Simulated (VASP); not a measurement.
A run of VASP 6.6.1 is set up as follows.

The input INCAR:

```
ALGO = Fast
EDIFF = 1E-6
ENCUT = 520
GGA = CA
ISIF = 2
ISMEAR = 0
LASPH = True
LCHARG = True
LELF = True
LREAL = False
LVHAR = True
LWAVE = False
NBANDS = 16
NELM = 80
PREC = Accurate
SIGMA = 0.15
```

Contents of KPOINTS:

```
k-points
0
Gamma
  14 14 14
```

File POSCAR:

```
Al2Cu
1.0
   -2.1450084207      2.1450084207      2.9296000000
    2.1450084207     -2.1450084207      2.9296000000
    2.1450084207      2.1450084207     -2.9296000000
Al Cu
2 1
Direct
    0.7500000000      0.2500000000      0.5000000000
    0.2500000000      0.7500000000      0.5000000000
    0.5000000000      0.5000000000      0.0000000000
```

Potentials or basis: VASP PAW LDA potentials, release 64 (Al, Cu).

Command:

```console
$ cat potpaw_LDA.64/Al/POTCAR potpaw_LDA.64/Cu/POTCAR > POTCAR
$ mpirun -np 1 vasp_std > vasp.out
```

Q: Estimate the band gap on the k mesh.

A: Zero (an odd number of electrons rules out a gap without spin polarisation).

Q: What does it give for the pressure?

A: -12.4 GPa.

Stress tensor (GPa, compression positive):
```
-13.14   0.00   0.00
  0.00 -13.14   0.00
  0.00   0.00 -10.95
```

Caveat: the cell stands under tension.
